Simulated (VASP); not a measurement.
# ReSbN: relaxation of cell and atoms with LDA+U

Crystal: ReSbN.

```xyz
6
Lattice="3.4321 0.0000 0.0000 0.0000 3.4321 0.0000 0.0000 0.0000 8.5926" Properties=species:S:1:pos:R:3 pbc="T T T"
Re    0.0000    1.7161    7.5034
Re    1.7161    0.0000    1.0892
Sb    0.0000    1.7161    2.8653
Sb    1.7161    0.0000    5.7273
N     0.0000    0.0000    0.0000
N     1.7161    1.7161    0.0000
```

```yaml
Program: VASP 6.6.1
Task: relaxation of cell and atoms
Functional: LDA
Potentials_or_basis: VASP PAW LDA potentials, release 64 (Re, Sb, N)
Cutoff: 600 eV
k_mesh: 8 × 8 × 3
Occupations: fermi-dirac, width 0.05 eV
Spin: no spin polarisation
Hubbard_terms: Re d U = 2.0 eV
Dipole_correction: no
Further_INCAR_settings: ALGO = Normal; EDIFF = 1e-06; IBRION = 2; EDIFFG = -0.01; NSW = 60; ISIF = 3
```

* Relaxed volume: 15.99 Å³/atom
* Relaxed cell: a = 3.381 Å, b = 3.381 Å, c = 8.395 Å, α = 90.00°, β = 90.00°, γ = 90.00°
* Space group after relaxing (to 0.1 Å): P4/nmm (No. 129)
* Energy gained by relaxing: 20.3 meV/atom
* Ionic steps: 15
* Pressure after relaxing: 0.0 GPa
* Largest force after relaxing: 0.009 eV/Å
* Band gap on the k mesh: zero (bands 17 and 18 overlap by 1.92 eV)

Forces on the atoms (eV/Å):
```
Re   0.000  0.000 -0.009
Re   0.000  0.000  0.009
Sb   0.000  0.000 -0.004
Sb   0.000  0.000  0.004
N    0.000  0.000  0.000
N    0.000  0.000  0.000
```

Stress tensor (GPa, compression positive):
```
-0.01  0.00  0.00
 0.00 -0.01  0.00
 0.00  0.00 -0.10
```

Step by step:
```tsv
step	energy change (eV)	largest force (eV/Å)	pressure (GPa)	volume (Å³)
1	0.0000	0.4982	-8.07	101.22
2	0.5005	3.6901	23.04	89.28
3	-0.1066	0.5532	-0.61	97.50
4	-0.1067	0.5878	-0.37	97.39
5	-0.1163	0.2103	0.01	96.43
6	-0.1179	0.0658	-0.12	96.69
7	-0.1191	0.0825	0.04	96.50
8	-0.1199	0.1101	0.34	96.18
9	-0.1204	0.0926	-0.01	96.23
10	-0.1205	0.0824	-0.20	96.25
11	-0.1211	0.0635	-0.15	96.17
12	-0.1218	0.0374	0.05	95.94
13	-0.1218	0.0376	0.07	95.93
14	-0.1218	0.0138	-0.09	95.96
15	-0.1218	0.0089	-0.04	95.95
```

Final structure:
```yaml
crystal:
  lattice:
    - [3.38075, 0.00000, 0.00000]
    - [0.00000, 3.38075, 0.00000]
    - [0.00000, 0.00000, 8.39493]
  atoms:
    - { symbol: Re, position: [0.00000, 0.50000, 0.87107] }
    - { symbol: Re, position: [0.50000, 0.00000, 0.12893] }
    - { symbol: Sb, position: [0.00000, 0.50000, 0.33542] }
    - { symbol: Sb, position: [0.50000, 0.00000, 0.66458] }
    - { symbol: N, position: [0.00000, 0.00000, 0.00000] }
    - { symbol: N, position: [0.50000, 0.50000, 0.00000] }
```

Levels at points of the mesh, in eV from the Fermi level:
| k point | band 15 | band 16 | band 17 | band 18 | band 19 | band 20 |
| --- | --- | --- | --- | --- | --- | --- |
| (0.00, 0.00, 0.00) | 0.30 | 0.41 | 0.41 | 1.30 | 1.78 | 1.78 |
| (0.50, 0.00, 0.00) | -1.20 | -1.20 | 0.21 | 0.21 | 2.54 | 2.54 |
| (0.50, 0.50, 0.00) | -1.79 | -1.79 | -0.47 | -0.47 | 1.27 | 1.27 |

Eigenvalues of the final occupation matrices:
```
    site  spin  trace               eigenvalues
site 1 d     1   2.58  0.39 0.46 0.46 0.64 0.64
site 1 d     2   2.58  0.39 0.46 0.46 0.64 0.64
site 2 d     1   2.58  0.39 0.46 0.46 0.64 0.64
site 2 d     2   2.58  0.39 0.46 0.46 0.64 0.64
```

Run time: 17 min on 1 thread of Oxide Virtual Turin-like Processor, on a shared host, peak memory 0.23 GiB.

Caveat: spin-orbit coupling is left out, which moves the levels of the heavy elements; U without spin polarisation on a metal has little footing.
